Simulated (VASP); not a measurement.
# S (Fm-3m) in VASP: single point with PBEsol

Aim: the single point of S with PBEsol.

Everything below comes from runs of VASP 6.6.1. Logs are shortened: lines on timing, memory, paths and dates and some standing lists are left out, and cuts for length are marked.

**1. The cell of the first run**

Symmetry: Fm-3m, No. 225, cubic system. The conventional cell has a = 3.989 Å, b = 3.989 Å, c = 3.989 Å, α = 90.00°, β = 90.00°, γ = 90.00°. S (site symmetry m-3m) has 12 S at 2.82 Å within 3.7 Å.

This isn't the form of S at room conditions, which is orthorhombic, of S8 rings.

**2. Single point, PBEsol**

Input file INCAR:

```
PREC = Accurate ; ENCUT = 500
EDIFF = 1E-6 ; ISMEAR = -1
SIGMA = 0.1 ; LREAL = False
LASPH = True ; NELM = 120
ALGO = Normal ; ISIF = 2
LWAVE = False ; LCHARG = False
GGA = PS ; NBANDS = 9
GGA_COMPAT = False
```

Input file KPOINTS:

```
Automatic mesh
0
Gamma
  10 10 10
```

Input file POSCAR:

```
S
1.0
    0.0000000000      1.9943500000      1.9943500000
    1.9943500000      0.0000000000      1.9943500000
    1.9943500000      1.9943500000      0.0000000000
S
1
Direct
    0.0000000000      0.0000000000      0.0000000000
```

Potentials or basis: VASP PAW PBE potentials, release 64 (S).

Started as:

```sh
cat potpaw_PBE.64/S/POTCAR > POTCAR
mpirun -np 1 vasp_std > vasp.out
```

OUTCAR:

```text
PREC = Accurate
   ENCUT = 500
   EDIFF = 1E-6
   ISMEAR = -1
   LREAL = False
   LASPH = True
   NELM = 120
   ISIF = 2
   GGA = PS

 ion  position               nearest neighbor table
   1  0.000  0.000  0.000-

  LATTYP: Found a face centered cubic cell.
 ALAT       =     3.9887000000

  Lattice vectors:

 A1 = (   0.0000000000,   1.9943500000,   1.9943500000)
 A2 = (   1.9943500000,   0.0000000000,   1.9943500000)
 A3 = (   1.9943500000,   1.9943500000,   0.0000000000)

Analysis of symmetry for initial positions (statically):
=====================================================================
 Subroutine PRICEL returns:
 Original cell was already a primitive cell.

 Routine SETGRP: Setting up the symmetry group for a
 face centered cubic supercell.

 Subroutine GETGRP returns: Found 48 space group operations
 (whereof 48 operations were pure point group operations)
 out of a pool of 48 trial point group operations.

The static configuration has the point symmetry O_h .

Analysis of symmetry for dynamics (positions and initial velocities):
=====================================================================
 Subroutine PRICEL returns:
 Original cell was already a primitive cell.

 Routine SETGRP: Setting up the symmetry group for a
 face centered cubic supercell.

 Subroutine GETGRP returns: Found 48 space group operations
 (whereof 48 operations were pure point group operations)
 out of a pool of 48 trial point group operations.

The dynamic configuration has the point symmetry O_h .

 Subroutine INISYM returns: Found 48 space group operations
 (whereof 48 operations are pure point group operations),
 and found     1 'primitive' translations

----------------------------------------------------------------------------------------

                                     Primitive cell

  volume of cell :      15.8648

  direct lattice vectors                    reciprocal lattice vectors
     0.000000000  1.994350000  1.994350000    -0.250708251  0.250708251  0.250708251
     1.994350000  0.000000000  1.994350000     0.250708251 -0.250708251  0.250708251
     1.994350000  1.994350000  0.000000000     0.250708251  0.250708251 -0.250708251

  length of vectors
     2.820436818  2.820436818  2.820436818     0.434239428  0.434239428  0.434239428

  position of ions in fractional coordinates (direct lattice)
     0.000000000  0.000000000  0.000000000

  ion indices of the primitive-cell ions
   primitive index   ion index
                 1           1

----------------------------------------------------------------------------------------

 KPOINTS: Automatic mesh

Automatic generation of k-mesh.
 Grid dimensions read from file:
 generate k-points for:   10   10   10

 Generating k-lattice:

  Cartesian coordinates                     Fractional coordinates (reciprocal lattice)
    -0.025070825  0.025070825  0.025070825     0.100000000  0.000000000  0.000000000
     0.025070825 -0.025070825  0.025070825     0.000000000  0.100000000  0.000000000
     0.025070825  0.025070825 -0.025070825     0.000000000  0.000000000  0.100000000

  Length of vectors
     0.043423943  0.043423943  0.043423943

  Shift w.r.t. Gamma in fractional coordinates (k-lattice)
     0.000000000  0.000000000  0.000000000

 Subroutine IBZKPT returns following result:
 ===========================================

 Found     47 irreducible k-points:

 Following reciprocal coordinates:
            Coordinates               Weight
  0.000000  0.000000  0.000000      1.000000
  0.100000  0.000000  0.000000      8.000000
  0.200000  0.000000  0.000000      8.000000
  0.300000  0.000000  0.000000      8.000000
  0.400000  0.000000  0.000000      8.000000
  0.500000  0.000000  0.000000      4.000000
[... 16 lines left out ...]
  0.300000  0.300000  0.000000      6.000000
  0.400000  0.300000  0.000000     24.000000
 [... further k-points ...]
   k-points           NKPTS =     47   k-points in BZ     NKDIM =     47   number of bands    NBANDS=      9
   number of dos      NEDOS =    301   number of ions     NIONS =      1
   total plane-waves  NPLWV =  13824
   dimension x,y,z NGX =    24 NGY =   24 NGZ =   24
   dimension x,y,z NGXF=    48 NGYF=   48 NGZF=   48
   ions per type =               1
   NGX,Y,Z   is equivalent  to a cutoff of  14.15, 14.15, 14.15 a.u.
   NGXF,Y,Z  is equivalent  to a cutoff of  28.29, 28.29, 28.29 a.u.
 SYSTEM =  unknown system
   PREC   = accura    normal or accurate (medium, high low for compatibility)
   ISTART =      0    job   : 0-new  1-cont  2-samecut
   ICHARG =      2    charge: 1-file 2-atom 10-const
   ISPIN  =      1    spin polarized calculation?
   LNONCOLLINEAR =      F non collinear calculations
   LSORBIT =      F    spin-orbit coupling
   LASPH  =      T    aspherical Exc in radial PAW
   ENCUT  =  500.0 eV  36.75 Ry    6.06 a.u.   5.14  5.14  5.14*2*pi/ulx,y,z
   NELM   =    120;   NELMIN=  2; NELMDL= -5     # of ELM steps
   EDIFF  = 0.1E-05   stopping-criterion for ELM
   LREAL  =      F    real-space projection
   EDIFFG = 0.1E-04   stopping-criterion for IOM
   NSW    =      0    number of steps for IOM
   IBRION =     -1    ionic relax: 0-MD 1-quasi-New 2-CG
   NFREE  =      0    steps in history (QN), initial steepest desc. (CG)
   ISIF   =      2    stress and relaxation
   ISYM   =      2    0-nonsym 1-usesym 2-fastsym
   POTIM  = 0.5000    time-step for ionic-motion
   TEBEG  =    0.0;   TEEND  =   0.0 temperature during run
   PSTRESS=    0.0 pullay stress
   NELECT =       6.0000    total number of electrons
   NUPDOWN=      -1.0000    fix difference up-down
   EMIN   =  10.00;   EMAX   =-10.00  energy-range for DOS
   EFERMI =   0.00;   METHOD = LEGACY
   ISMEAR =    -1;   SIGMA  =   0.10  broadening in eV -4-tet -1-fermi 0-gaus
   EFERMI_NEDOS =   21; number of points for ismear=-14 and -15
   IALGO  =     38    algorithm
   IMIX   =      4    mixing-type and parameters
     AMIX     =   0.40;   BMIX     =  1.00
     AMIX_MAG =   1.60;   BMIX_MAG =  1.00
  volume/ion in A,a.u.               =      15.86       107.06
  Fermi-wavevector in a.u.,A,eV,Ry     =   1.183897  2.237241 19.070086  1.401612
  Thomas-Fermi vector in A             =   2.320122
   LORBIT       =      0    0 simple, 1 ext, 2 COOP (PROOUT), +10 PAW based schemes
   GGA     = PS    functional components
   LHFCALC =     F    Hartree Fock is set to
   AEXX    =    0.0000 exact exchange contribution
   IVDW    =     0    specifies the selected vdW correction
   LEPSILON=     F    determine dielectric tensor
   LRPA    =     F    only Hartree local field effects (RPA)
 non-spin polarized calculation
  energy-cutoff  :      500.00
  volume of cell :       15.86
 maximum number of plane-waves:       412
 NGX is ok and might be reduce to    24
   NGX = 11   NGY = 11   NGZ = 11

 number of electron       5.9999999 magnetization

 Free energy of the ion-electron system (eV)
  ---------------------------------------------------
  ext. energy  EPLUGINS =         0.00000000
  ---------------------------------------------------
  free energy    TOTEN  =        -3.34240567 eV

  energy without entropy =       -3.31853356  energy(sigma->0) =       -3.33046961

 E-fermi :   7.3570     XC(G=0): -11.3020

 val. band max:        7.2709069661   @ k =   0.5000   0.3000   0.0000
 cond. band min:       7.5435526934   @ k =   0.2000   0.1000   0.0000
 fundamental gap:      0.2726457272
 Fermi energy:         7.3569807196

 k-point     1 :       0.0000    0.0000    0.0000
  band No.  band energies     occupation
      1      -9.3390      2.00000
      2      10.5813      0.00000
      3      10.5813      0.00000
      4      10.5813      0.00000
      5      19.4778      0.00000
      6      19.4778      0.00000
      7      19.4778      0.00000
      8      21.5529      0.00000
      9      24.8661      0.00000

 k-point     2 :       0.1000    0.0000    0.0000
  band No.  band energies     occupation
      1      -9.1024      2.00000
      2       9.3152      0.00000
      3      10.4101      0.00000
      4      10.4101      0.00000
      5      19.0067      0.00000
      6      19.8626      0.00000
      7      19.8626      0.00000
      8      22.3505      0.00000
      9      24.2047      0.00000

 k-point     3 :       0.2000    0.0000    0.0000
  band No.  band energies     occupation
      1      -8.4055      2.00000
      2       6.5919      1.99905
      3      10.0243      0.00000
      4      10.0243      0.00000
      5      18.0824      0.00000
      6      20.2970      0.00000
      7      20.2970      0.00000
      8      23.7747      0.00000
      9      23.7867      0.00000

 k-point     4 :       0.3000    0.0000    0.0000
  band No.  band energies     occupation
      1      -7.3029      2.00000
      2       3.6390      2.00000
      3       9.6360      0.00000
      4       9.6360      0.00000
      5      17.3361      0.00000
      6      19.6852      0.00000
      7      19.6852      0.00000
      8      25.0957      0.00000
      9      25.2942      0.00000

 k-point     5 :       0.4000    0.0000    0.0000
  band No.  band energies     occupation
      1      -5.9859      2.00000
      2       1.1078      2.00000
      3       9.3729      0.00000
      4       9.3729      0.00000
      5      16.8963      0.00000
      6      18.9589      0.00000
      7      18.9589      0.00000
      8      24.5886      0.00000
      9      27.6988      0.00000

 k-point     6 :       0.5000    0.0000    0.0000
  band No.  band energies     occupation
      1      -5.2148      2.00000
      2      -0.0812      2.00000
      3       9.2819      0.00000
      4       9.2819      0.00000
      5      16.7540      0.00000
      6      18.6830      0.00000
      7      18.6830      0.00000
      8      24.3024      0.00000
      9      29.1571      0.00000
[... 169 lines left out ...]
 k-point    21 :      -0.3000    0.2000    0.0000
  band No.  band energies     occupation
      1      -5.6979      2.00000
      2       2.5243      2.00000
      3       5.5109      2.00000
      4       9.1080      0.00000
      5      17.0141      0.00000
      6      20.2736      0.00000
      7      20.9614      0.00000
      8      24.0373      0.00000
      9      24.2906      0.00000

 k-point    22 :      -0.2000    0.2000    0.0000
  band No.  band energies     occupation
      1      -6.9297      2.00000
      2       4.5763      2.00000
      3       6.2334      1.99997
      4       9.7785      0.00000
      5      18.4736      0.00000
      6      19.6980      0.00000
      7      21.1939      0.00000
      8      22.0903      0.00000
      9      22.9621      0.00000

 k-point    23 :       0.3000    0.3000    0.0000
  band No.  band energies     occupation
      1      -6.6039      2.00000
      2       5.0372      2.00000
      3       7.5679      0.21636
      4       7.5679      0.21636
      5      14.5704      0.00000
      6      15.2177      0.00000
      7      25.6543      0.00000
      8      25.6543      0.00000
      9      27.2945      0.00000

 k-point    24 :       0.4000    0.3000    0.0000
  band No.  band energies     occupation
      1      -5.5844      2.00000
      2       3.5149      2.00000
      3       6.4602      1.99975
      4       7.2414      1.52102
      5      14.2014      0.00000
      6      15.2771      0.00000
      7      25.5578      0.00000
      8      26.0112      0.00000
      9      29.1240      0.00000

 [... further k-points ...]

------------------------ aborting loop because EDIFF is reached ----------------------------------------

  FORCE on cell =-STRESS in cart. coord.  units (eV):
  Direction    XX          YY          ZZ          XY          YZ          ZX
  --------------------------------------------------------------------------------------
  -------------------------------------------------------------------------------------
  Total       -0.5455093     -0.5455093     -0.5455093      0.0000000     -0.0000000     -0.0000000
  in kB      -55.0907413    -55.0907413    -55.0907413      0.0000000     -0.0000000     -0.0000000
  external PRESSURE =     -55.0907413 kB  Pullay stress =       0.0000000 kB

 VOLUME and BASIS-vectors are now :
 -----------------------------------------------------------------------------
  energy-cutoff  :      500.00
  volume of cell :       15.86
      direct lattice vectors                 reciprocal lattice vectors
     0.000000000  1.994350000  1.994350000    -0.250708251  0.250708251  0.250708251
     1.994350000  0.000000000  1.994350000     0.250708251 -0.250708251  0.250708251
     1.994350000  1.994350000  0.000000000     0.250708251  0.250708251 -0.250708251

 POSITION                                       TOTAL-FORCE (eV/Angst)
 -----------------------------------------------------------------------------------
      0.00000      0.00000      0.00000        -0.000000      0.000000      0.000000
 -----------------------------------------------------------------------------------
    total drift:                               -0.000000      0.000000      0.000000

  FREE ENERGIE OF THE ION-ELECTRON SYSTEM (eV)
  ---------------------------------------------------
  free  energy   TOTEN  =        -3.3424056692 eV

  energy  without entropy=       -3.3185335594  energy(sigma->0) =       -3.33046961
```

It took 11 s on 1 thread of AMD EPYC 7R43 (Zen 3), shared host; peak memory 0.1 GiB.

Results:

* Free energy: -3.3424 eV
* Pressure: -5.5 GPa
* Band gap on the k mesh: zero (bands 3 and 4 overlap by 5.64 eV)

Caveat: the cell stands under tension; the PAW data sets were made with another functional, which shifts forces and pressure a little.

The gap in the log of VASP goes by the Fermi energy; the results here count the filled bands.